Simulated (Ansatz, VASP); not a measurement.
# KMgF3: VASP beside Ansatz

Contents of INCAR:

```
PREC = Accurate ; ENCUT = 520
EDIFF = 1E-6 ; ISMEAR = 0
SIGMA = 0.05 ; LREAL = F
LASPH = T ; NELM = 80
ALGO = Normal ; ISIF = 2
LWAVE = F ; LCHARG = T
GGA = PE ; LELF = T
LVHAR = T ; NBANDS = 24
```

The input KPOINTS:

```
Automatic mesh
0
Gamma
  6 6 6
```

POSCAR

```
KMgF3
1.0
    4.2077838605      0.0000000000      0.0000000000
    0.0000000000      4.2077838605      0.0000000000
    0.0000000000      0.0000000000      3.5766162814
K Mg F
1 1 3
Direct
    0.5000000000      0.5000000000      0.5000000000
    0.0000000000      0.0000000000      0.0000000000
    0.5000000000      0.0000000000      0.0000000000
    0.0000000000      0.5000000000      0.0000000000
    0.0000000000      0.0000000000      0.5000000000
```

Input for Ansatz:

```yaml
crystal:
  lattice:
    - [4.2077838605, 0.0, 0.0]
    - [0.0, 4.2077838605, 0.0]
    - [0.0, 0.0, 3.5766162814]
  atoms:
    - { symbol: K, position: [0.5, 0.5, 0.5] }
    - { symbol: Mg, position: [0.0, 0.0, 0.0] }
    - { symbol: F, position: [0.5, 0.0, 0.0] }
    - { symbol: F, position: [0.0, 0.5, 0.0] }
    - { symbol: F, position: [0.0, 0.0, 0.5] }
basis:
  ecutwfc: 420
kpoints:
  mp_grid: { grid: [6, 6, 6] }
hamiltonian:
  xc: pbe
scf:
  occupations: { method: gaussian, width: 0.05 }
output:
  forces: true
  stress: true
  eigenvalues: true
```

Alike in both runs: task single point; functional PBE; k mesh 6 × 6 × 6; occupations gaussian, width 0.05 eV; no spin polarisation.

```csv
,VASP,Ansatz
version,VASP 6.6.1,Ansatz 0.2.0
potentials or method,"VASP PAW PBE potentials, release 64 (K_sv, Mg, F), cutoff 520 eV","scalar-relativistic, plane waves, PAW"
valence electrons in the cell,32,40
```

```tsv
	VASP	Ansatz	Ansatz less VASP
gap on the k mesh at the Fermi level (eV)	7.24	7.26	+0.028
least direct gap on the mesh (eV)	7.46	7.49	+0.027
pressure (GPa)	6.8	7.2	+0.33
traceless stress, the component that is largest in VASP (GPa)	15.24	15.09	-0.150
```

The functional is the same, so the differences come from potentials, cutoffs and numerics. VASP's potentials hold 32 valence electrons a cell and Ansatz's 40, so a difference there can come from the potentials and not from the codes.
